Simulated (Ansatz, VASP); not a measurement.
**BN: VASP beside Ansatz**

```
B N
1.0
     0.00000    1.78991    1.78991
     1.78991    0.00000    1.78991
     1.78991    1.78991    0.00000
B N
1 1
Direct
  0.00000 0.00000 0.00000
  0.25000 0.25000 0.25000
```

Alike in both runs: functional LDA; k mesh 12 × 12 × 12; occupations gaussian, width 0.02 eV; no spin polarisation.

Ansatz relaxed the structure, and its values are those at the end. VASP's run is a single point on that final structure, the one shown.

```csv
,VASP,Ansatz
version,VASP 6.6.1,Ansatz 0.2.0
potentials or method,"VASP PAW LDA potentials, release 64 (B, N), cutoff 600 eV","scalar-relativistic, plane waves, PAW"
valence electrons in the cell,8,8
```

|  | VASP | Ansatz | Ansatz less VASP |
| --- | --- | --- | --- |
| gap on the k mesh at the Fermi level (eV) | 4.38 | 4.39 | +0.011 |
| least direct gap on the mesh (eV) | 8.82 | 8.83 | +0.006 |
| pressure (GPa) | 1.0 | 0.0 | -1.01 |

Ansatz warns that its potentials were made for another functional, while VASP's fit it. LDA's correlation is that of Perdew and Zunger in VASP and of Perdew and Wang (1992) in Ansatz.
